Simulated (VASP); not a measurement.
# Tl (I4/mmm) in VASP: notebook

The runs below take Tl through single point, with LDA.

Program: VASP 6.6.1. These are calculated values, not measurements. Logs are shortened: lines on timing, memory, paths and dates and some standing lists are left out, and cuts for length are marked.

## 1. The cell of the first run

Symmetry: I4/mmm, No. 139, tetragonal system. Conventional cell: a = 3.401 Å, b = 3.401 Å, c = 4.933 Å, α = 90.00°, β = 90.00°, γ = 90.00°. Tl (site symmetry 4/mmm) has 12 Tl at 3.40 to 3.44 Å within 4.5 Å.

## 2. Single point, LDA (strain -0.025 along x and y, +0.000 along z)

Input file INCAR:

```
SYSTEM = Tl
PREC     = Accurate       ! precision mode
ENCUT    = 520            ! plane-wave cutoff, eV
EDIFF    = 1E-6           ! SCF threshold, eV
ISMEAR   = 0              ! smearing method
SIGMA    = 0.15           ! smearing width, eV
LREAL    = .FALSE.        ! projectors in reciprocal space
LASPH    = .TRUE.         ! aspherical terms in the spheres
NELM     = 60             ! most SCF steps
ALGO     = Normal         ! electronic algorithm
ISIF     = 2              ! what is computed and relaxed
LWAVE    = .FALSE.        ! write WAVECAR
LCHARG   = .FALSE.        ! write CHGCAR
NBANDS   = 12             ! bands
```

Input file KPOINTS:

```
regular mesh
0
G
  16 16 16
  0 0 0
```

Input file POSCAR:

```
Tl
1.0
    0.0000000000      2.4046827022      2.4663412330
    2.4046827022      0.0000000000      2.4663412330
    2.4046827022      2.4046827022      0.0000000000
Tl
1
Direct
    0.0000000000      0.0000000000      0.0000000000
```

Potentials or basis: VASP PAW LDA potentials, release 64 (Tl_d).

Command:

```console
$ cat potpaw_LDA.64/Tl_d/POTCAR > POTCAR
$ mpirun -np 1 vasp_std > vasp.out
```

OUTCAR:

```text
SYSTEM = Tl
   PREC = Accurate
   ENCUT = 520
   EDIFF = 1E-6
   ISMEAR = 0
   LREAL = .FALSE.
   LASPH = .TRUE.
   NELM = 60
   ISIF = 2

 ion  position               nearest neighbor table
   1  0.000  0.000  0.000-

  LATTYP: Found a body centered tetragonal cell.
 ALAT       =     3.4007348907
 C/A-ratio  =     1.4504754486

  Lattice vectors:

 A1 = (  -2.4046827022,   0.0000000000,   2.4663412330)
 A2 = (   2.4046827022,   0.0000000000,   2.4663412330)
 A3 = (   0.0000000000,   2.4046827022,  -2.4663412330)

Analysis of symmetry for initial positions (statically):
=====================================================================
 Subroutine PRICEL returns:
 Original cell was already a primitive cell.

 Routine SETGRP: Setting up the symmetry group for a
 body centered tetragonal supercell.

 Subroutine GETGRP returns: Found 16 space group operations
 (whereof 16 operations were pure point group operations)
 out of a pool of 16 trial point group operations.

The static configuration has the point symmetry D_4h.

Analysis of symmetry for dynamics (positions and initial velocities):
=====================================================================
 Subroutine PRICEL returns:
 Original cell was already a primitive cell.

 Routine SETGRP: Setting up the symmetry group for a
 body centered tetragonal supercell.

 Subroutine GETGRP returns: Found 16 space group operations
 (whereof 16 operations were pure point group operations)
 out of a pool of 16 trial point group operations.

The dynamic configuration has the point symmetry D_4h.

 Subroutine INISYM returns: Found 16 space group operations
 (whereof 16 operations are pure point group operations),
 and found     1 'primitive' translations

----------------------------------------------------------------------------------------

                                     Primitive cell

  volume of cell :      28.5232

  direct lattice vectors                    reciprocal lattice vectors
     0.000000000  2.404682702  2.466341233    -0.207927640  0.207927640  0.202729449
     2.404682702  0.000000000  2.466341233     0.207927640 -0.207927640  0.202729449
     2.404682702  2.404682702  0.000000000     0.207927640  0.207927640 -0.202729449

  length of vectors
     3.444609989  3.444609989  3.400734891     0.357165279  0.357165279  0.357165279

  position of ions in fractional coordinates (direct lattice)
     0.000000000  0.000000000  0.000000000

  ion indices of the primitive-cell ions
   primitive index   ion index
                 1           1

----------------------------------------------------------------------------------------

 KPOINTS: regular mesh

Automatic generation of k-mesh.
 Grid dimensions read from file:
 generate k-points for:   16   16   16

 Generating k-lattice:

  Cartesian coordinates                     Fractional coordinates (reciprocal lattice)
    -0.012995478  0.012995478  0.012670591     0.062500000  0.000000000  0.000000000
     0.012995478 -0.012995478  0.012670591     0.000000000  0.062500000  0.000000000
     0.012995478  0.012995478 -0.012670591     0.000000000  0.000000000  0.062500000

  Length of vectors
     0.022322830  0.022322830  0.022322830

  Shift w.r.t. Gamma in fractional coordinates (k-lattice)
     0.000000000  0.000000000  0.000000000

 Subroutine IBZKPT returns following result:
 ===========================================

 Found    349 irreducible k-points:

 Following reciprocal coordinates:
            Coordinates               Weight
  0.000000  0.000000  0.000000      1.000000
  0.062500  0.000000  0.000000      8.000000
  0.125000  0.000000  0.000000      8.000000
  0.187500  0.000000  0.000000      8.000000
  0.250000  0.000000  0.000000      8.000000
  0.312500  0.000000  0.000000      8.000000
[... 16 lines left out ...]
 -0.125000  0.062500  0.000000      8.000000
 -0.062500  0.062500  0.000000      4.000000
 [... further k-points ...]
   k-points           NKPTS =    349   k-points in BZ     NKDIM =    349   number of bands    NBANDS=     12
   number of dos      NEDOS =    301   number of ions     NIONS =      1
   total plane-waves  NPLWV =  21952
   dimension x,y,z NGX =    28 NGY =   28 NGZ =   28
   dimension x,y,z NGXF=    56 NGYF=   56 NGZF=   56
   ions per type =               1
   NGX,Y,Z   is equivalent  to a cutoff of  13.51, 13.51, 13.69 a.u.
   NGXF,Y,Z  is equivalent  to a cutoff of  27.03, 27.03, 27.38 a.u.
 SYSTEM =  Tl
   PREC   = accura    normal or accurate (medium, high low for compatibility)
   ISTART =      0    job   : 0-new  1-cont  2-samecut
   ICHARG =      2    charge: 1-file 2-atom 10-const
   ISPIN  =      1    spin polarized calculation?
   LNONCOLLINEAR =      F non collinear calculations
   LSORBIT =      F    spin-orbit coupling
   LASPH  =      T    aspherical Exc in radial PAW
   ENCUT  =  520.0 eV  38.22 Ry    6.18 a.u.   6.40  6.40  6.32*2*pi/ulx,y,z
   NELM   =     60;   NELMIN=  2; NELMDL= -5     # of ELM steps
   EDIFF  = 0.1E-05   stopping-criterion for ELM
   LREAL  =      F    real-space projection
   EDIFFG = 0.1E-04   stopping-criterion for IOM
   NSW    =      0    number of steps for IOM
   IBRION =     -1    ionic relax: 0-MD 1-quasi-New 2-CG
   NFREE  =      0    steps in history (QN), initial steepest desc. (CG)
   ISIF   =      2    stress and relaxation
   ISYM   =      2    0-nonsym 1-usesym 2-fastsym
   POTIM  = 0.5000    time-step for ionic-motion
   TEBEG  =    0.0;   TEEND  =   0.0 temperature during run
   PSTRESS=    0.0 pullay stress
   NELECT =      13.0000    total number of electrons
   NUPDOWN=      -1.0000    fix difference up-down
   EMIN   =  10.00;   EMAX   =-10.00  energy-range for DOS
   EFERMI =   0.00;   METHOD = LEGACY
   ISMEAR =     0;   SIGMA  =   0.15  broadening in eV -4-tet -1-fermi 0-gaus
   EFERMI_NEDOS =   21; number of points for ismear=-14 and -15
   IALGO  =     38    algorithm
   IMIX   =      4    mixing-type and parameters
     AMIX     =   0.40;   BMIX     =  1.00
     AMIX_MAG =   1.60;   BMIX_MAG =  1.00
  volume/ion in A,a.u.               =      28.52       192.48
  Fermi-wavevector in a.u.,A,eV,Ry     =   1.259862  2.380794 21.595885  1.587253
  Thomas-Fermi vector in A             =   2.393401
   LORBIT       =      0    0 simple, 1 ext, 2 COOP (PROOUT), +10 PAW based schemes
   GGA     = CA    functional components
   LHFCALC =     F    Hartree Fock is set to
   AEXX    =    0.0000 exact exchange contribution
   IVDW    =     0    specifies the selected vdW correction
   LEPSILON=     F    determine dielectric tensor
   LRPA    =     F    only Hartree local field effects (RPA)
 non-spin polarized calculation
 Gauss-broadening in eV      SIGMA  =   0.15
  energy-cutoff  :      520.00
  volume of cell :       28.52
 maximum number of plane-waves:       787
 NGX is ok and might be reduce to    28
   NGX = 13   NGY = 13   NGZ = 13

 number of electron      13.0000000 magnetization

 Free energy of the ion-electron system (eV)
  ---------------------------------------------------
  ext. energy  EPLUGINS =         0.00000000
  ---------------------------------------------------
  free energy    TOTEN  =        -2.91726654 eV

  energy without entropy =       -2.91132413  energy(sigma->0) =       -2.91429533

 E-fermi :   6.2718     XC(G=0): -10.5174

 val. band max:        6.2684692214   @ k =  -0.2500   0.3750   0.1250
 cond. band min:       6.2895157426   @ k =  -0.1875   0.3750   0.2500
 fundamental gap:      0.0210465211
 Fermi energy:         6.2717969182

 k-point     1 :       0.0000    0.0000    0.0000
  band No.  band energies     occupation
      1      -5.2844      2.00000
      2      -5.2277      2.00000
      3      -5.2277      2.00000
      4      -4.9903      2.00000
      5      -4.9372      2.00000
      6      -3.7700      2.00000
      7      16.5383      0.00000
      8      16.5383      0.00000
      9      16.6050      0.00000
     10      17.3063      0.00000
     11      20.8082      0.00000
     12      21.4627      0.00000

 k-point     2 :       0.0625    0.0000    0.0000
  band No.  band energies     occupation
      1      -5.2779      2.00000
      2      -5.2264      2.00000
      3      -5.2170      2.00000
      4      -4.9912      2.00000
      5      -4.9399      2.00000
      6      -3.6860      2.00000
      7      15.5239      0.00000
      8      16.4587      0.00000
      9      16.4774      0.00000
     10      17.2614      0.00000
     11      21.0338      0.00000
     12      21.5900      0.00000

 k-point     3 :       0.1250    0.0000    0.0000
  band No.  band energies     occupation
      1      -5.2743      2.00000
      2      -5.2169      2.00000
      3      -5.1903      2.00000
      4      -4.9882      2.00000
      5      -4.9437      2.00000
      6      -3.4288      2.00000
      7      13.5346      0.00000
      8      16.1869      0.00000
      9      16.2414      0.00000
     10      17.2469      0.00000
     11      20.8622      0.00000
     12      21.6228      0.00000

 k-point     4 :       0.1875    0.0000    0.0000
  band No.  band energies     occupation
      1      -5.2958      2.00000
      2      -5.2014      2.00000
      3      -5.1639      2.00000
      4      -4.9655      2.00000
      5      -4.9348      2.00000
      6      -2.9899      2.00000
      7      11.4173      0.00000
      8      15.7797      0.00000
      9      15.9338      0.00000
     10      17.2222      0.00000
     11      20.2621      0.00000
     12      21.2701      0.00000

 k-point     5 :       0.2500    0.0000    0.0000
  band No.  band energies     occupation
      1      -5.3354      2.00000
      2      -5.2022      2.00000
      3      -5.1575      2.00000
      4      -4.9111      2.00000
      5      -4.8979      2.00000
      6      -2.3685      2.00000
      7       9.3578      0.00000
      8      15.3258      0.00000
      9      15.5866      0.00000
     10      17.1578      0.00000
     11      19.6853      0.00000
     12      20.7598      0.00000
[... 228 lines left out ...]
      1      -5.3378      2.00000
      2      -5.2076      2.00000
      3      -5.1484      2.00000
      4      -4.9221      2.00000
      5      -4.8623      2.00000
      6      -2.0279      2.00000
      7       8.7016      0.00000
      8      13.7302      0.00000
      9      16.1111      0.00000
     10      17.5716      0.00000
     11      19.4834      0.00000
     12      20.5216      0.00000

 k-point    22 :      -0.1875    0.0625    0.0000
  band No.  band energies     occupation
      1      -5.2960      2.00000
      2      -5.2021      2.00000
      3      -5.1479      2.00000
      4      -4.9660      2.00000
      5      -4.9221      2.00000
      6      -2.7123      2.00000
      7      10.7040      0.00000
      8      14.1202      0.00000
      9      16.5518      0.00000
     10      17.7341      0.00000
     11      19.8212      0.00000
     12      20.9336      0.00000

 k-point    23 :      -0.1250    0.0625    0.0000
  band No.  band energies     occupation
      1      -5.2636      2.00000
      2      -5.2174      2.00000
      3      -5.1739      2.00000
      4      -4.9711      2.00000
      5      -4.9605      2.00000
      6      -3.2176      2.00000
      7      12.7685      0.00000
      8      14.6202      0.00000
      9      16.7841      0.00000
     10      17.6559      0.00000
     11      20.3772      0.00000
     12      21.5468      0.00000

 k-point    24 :      -0.0625    0.0625    0.0000
  band No.  band energies     occupation
      1      -5.2481      2.00000
      2      -5.2422      2.00000
      3      -5.2037      2.00000
      4      -4.9791      2.00000
      5      -4.9560      2.00000
      6      -3.5405      2.00000
      7      14.6201      0.00000
      8      15.3600      0.00000
      9      16.7390      0.00000
     10      17.4279      0.00000
     11      20.8755      0.00000
     12      21.4841      0.00000

 [... further k-points ...]

------------------------ aborting loop because EDIFF is reached ----------------------------------------

  FORCE on cell =-STRESS in cart. coord.  units (eV):
  Direction    XX          YY          ZZ          XY          YZ          ZX
  --------------------------------------------------------------------------------------
  -------------------------------------------------------------------------------------
  Total       -0.3648653     -0.3648653     -0.3288317      0.0000000      0.0000000      0.0000000
  in kB      -20.4948337    -20.4948337    -18.4707958      0.0000000      0.0000000      0.0000000
  external PRESSURE =     -19.8201544 kB  Pullay stress =       0.0000000 kB

 VOLUME and BASIS-vectors are now :
 -----------------------------------------------------------------------------
  energy-cutoff  :      520.00
  volume of cell :       28.52
      direct lattice vectors                 reciprocal lattice vectors
     0.000000000  2.404682702  2.466341233    -0.207927640  0.207927640  0.202729449
     2.404682702  0.000000000  2.466341233     0.207927640 -0.207927640  0.202729449
     2.404682702  2.404682702  0.000000000     0.207927640  0.207927640 -0.202729449

 POSITION                                       TOTAL-FORCE (eV/Angst)
 -----------------------------------------------------------------------------------
      0.00000      0.00000      0.00000         0.000000      0.000000      0.000000
 -----------------------------------------------------------------------------------
    total drift:                               -0.000000     -0.000000     -0.000000

  FREE ENERGIE OF THE ION-ELECTRON SYSTEM (eV)
  ---------------------------------------------------
  free  energy   TOTEN  =        -2.9172665365 eV

  energy  without entropy=       -2.9113241255  energy(sigma->0) =       -2.91429533
```

Wall time 36 s (1 thread of Intel Xeon Platinum 8559C (Emerald Rapids), shared host); peak memory 0.23 GiB.

Results:

| Property | Result |
| --- | --- |
| Free energy | -2.9173 eV |
| Pressure | -2.0 GPa |

Levels at points of the mesh, in eV from the Fermi level:
```
           k point  band 3  band 4  band 5  band 6  band 7  band 8  band 9  band 10
(0.00, 0.00, 0.00)  -11.50  -11.26  -11.21  -10.04   10.27   10.27   10.33    11.03
(0.50, 0.00, 0.00)  -11.48  -10.99  -10.97   -5.29   -2.90    7.94    8.44    10.49
(0.50, 0.50, 0.00)  -11.00  -10.92  -10.92   -3.81   -1.97    4.27    4.27     7.85
(0.50, 0.00, 0.50)  -11.00  -10.94  -10.89   -3.46   -1.73    3.88    4.02     7.53
```

Caveat: the cell differs from its parent crystal (strain -0.025 along x and y, +0.000 along z); spin-orbit coupling is left out, which moves the levels of the heavy elements.

(Part 1 of 3 ends here.)
